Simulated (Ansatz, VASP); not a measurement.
HfB2: VASP beside Ansatz

Contents of POSCAR:

```
HfB2
1.0
    3.1400000000      0.0000000000      0.0000000000
   -1.5700000000      2.7193197679      0.0000000000
    0.0000000000      0.0000000000      3.4800000000
Hf B
1 2
Direct
    0.0000000000      0.0000000000      0.0000000000
    0.6666666667      0.3333333333      0.5000000000
    0.3333333333      0.6666666667      0.5000000000
```

The input INCAR.step1:

```
SYSTEM = HfB2
  PREC = Accurate
  ENCUT = 520
  EDIFF = 1E-5
  ISMEAR = -1
  SIGMA = 0.05
  LREAL = .False.
  LASPH = .True.
  NELM = 60
  ALGO = Normal
  ISIF = 2
  LWAVE = .True.
  LCHARG = .False.
  GGA = PE
  NBANDS = 15
```

The input INCAR.step2:

```
SYSTEM = HfB2
  PREC = Accurate
  ENCUT = 520
  EDIFF = 1E-6
  ISMEAR = -1
  SIGMA = 0.05
  LREAL = .False.
  LASPH = .True.
  NELM = 60
  ALGO = Normal
  ISIF = 2
  LWAVE = .False.
  LCHARG = .False.
  GGA = PE
  LHFCALC = .True.
  AEXX = 0.25
  HFSCREEN = 0.3
  PRECFOCK = Normal
  ISTART = 1
  NBANDS = 15
```

Contents of KPOINTS:

```
Automatic mesh
0
Gamma
  5 5 4
  0 0 0
```

Contents of input.yaml:

```yaml
crystal:
  lattice:
    - [3.14, 0.0, 0.0]
    - [-1.57, 2.7193197679, 0.0]
    - [0.0, 0.0, 3.48]
  atoms:
    - { symbol: Hf, position: [0.0, 0.0, 0.0] }
    - { symbol: B, position: [0.6666666667, 0.3333333333, 0.5] }
    - { symbol: B, position: [0.3333333333, 0.6666666667, 0.5] }
hamiltonian:
  xc: { exchange: pbe, correlation: pbe, exx: { coeff: 0.25, omega: 0.3 } }
  pseudopotentials: { kind: paw }
kpoints:
  mp_grid: { grid: [5, 5, 4] }
  band_path:
    path:
      - [[0.0, 0.0, 0.0], [0.5, 0.0, 0.0], [0.3333333333, 0.3333333333, 0.0], [0.0, 0.0, 0.0], [0.0, 0.0, 0.5], [0.5, 0.0, 0.5], [0.3333333333, 0.3333333333, 0.5], [0.0, 0.0, 0.5]]
      - [[0.5, 0.0, 0.5], [0.5, 0.0, 0.0]]
      - [[0.3333333333, 0.3333333333, 0.0], [0.3333333333, 0.3333333333, 0.5]]
    npoints: 4
scf:
  occupations: { method: fermi_dirac, width: 0.05 }
  n_extra_bands: 7
output:
  forces: true
  stress: true
  eigenvalues: true
  fatbands: false
  write_density: true
  write_potential: true
  elf: true
  volumetric_format: npy
```

Alike in both runs: functional PBE-based screened hybrid with a share of 0.25 of exact exchange and HFSCREEN = 0.3; k mesh 5 × 5 × 4; occupations fermi-dirac, width 0.05 eV; no spin polarisation.

```csv
,VASP,Ansatz
version,VASP 6.6.1,Ansatz 0.2.0
potentials or method,"VASP PAW PBE potentials, release 64 (Hf_pv, B)",Ansatz PAW
plane-wave cutoff (eV),520,420
valence electrons in the cell,16,32
task,single point,band structure
```

VASP gave:

| Quantity | Value |
| --- | --- |
| gap on the k mesh at the Fermi level (eV) | none |
| pressure (GPa) | -2.7 |
| traceless stress, the component that is largest in VASP (GPa) | -1.54 |

**Question.** Estimate Ansatz's values.

**Answer.** gap on the k mesh at the Fermi level (eV): none; pressure (GPa): -0.5; traceless stress, the component that is largest in VASP (GPa): -1.33.

VASP's potentials were made for PBE, not for PBE-based screened hybrid. A gap of «none» marks a metal or a gap that the smearing closes. VASP's potentials hold 16 valence electrons a cell and Ansatz's 32, so a difference there can come from the potentials and not from the codes.

The k mesh is coarse, so the values compare programs but aren't converged. Neither program's run includes spin-orbit coupling.
